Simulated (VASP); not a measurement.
Ti2Co:

```
CELL_PARAMETERS angstrom
0.00000 3.36500 3.36500
3.36500 0.00000 3.36500
3.36500 3.36500 0.00000
ATOMIC_POSITIONS crystal
Ti 0.12500 0.12500 0.12500
Ti 0.62500 0.12500 0.12500
Ti 0.12500 0.12500 0.62500
Ti 0.12500 0.62500 0.12500
Co 0.50000 0.50000 0.50000
Co 0.75000 0.75000 0.75000
```

Base run:

* Program: VASP 6.6.1
* Functional: PBEsol
* Potentials or basis: VASP PAW PBE potentials, release 64 (Ti_sv, Co)
* Cutoff: 520 eV
* k mesh: 5 × 5 × 5
* Occupations: gaussian, width 0.4 eV
* Spin: collinear spin, ferromagnetic start
* Starting moments: [0.0, 0.0, 0.0, 0.0, 0.59, 0.59] μB

Its results: pressure 16.9 GPa; net moment 0.04 μB per cell; site moments Ti -0.00; Co +0.02 μB.

Question: After a change of settings the same cell gave: pressure 15.6 GPa; net moment 1.38 μB per cell; site moments Ti +0.07; Co +0.57 μB. Which change was it?
A. occupations from gaussian, width 0.4 eV to gaussian, width 0.2 eV
B. k mesh from 5 × 5 × 5 to 4 × 4 × 4; occupations from gaussian, width 0.4 eV to gaussian, width 0.1 eV
C. occupations from gaussian, width 0.4 eV to gaussian, width 0.1 eV

Answer: C.

Caveats: the PAW data sets were made with another functional, which shifts forces and pressure a little.
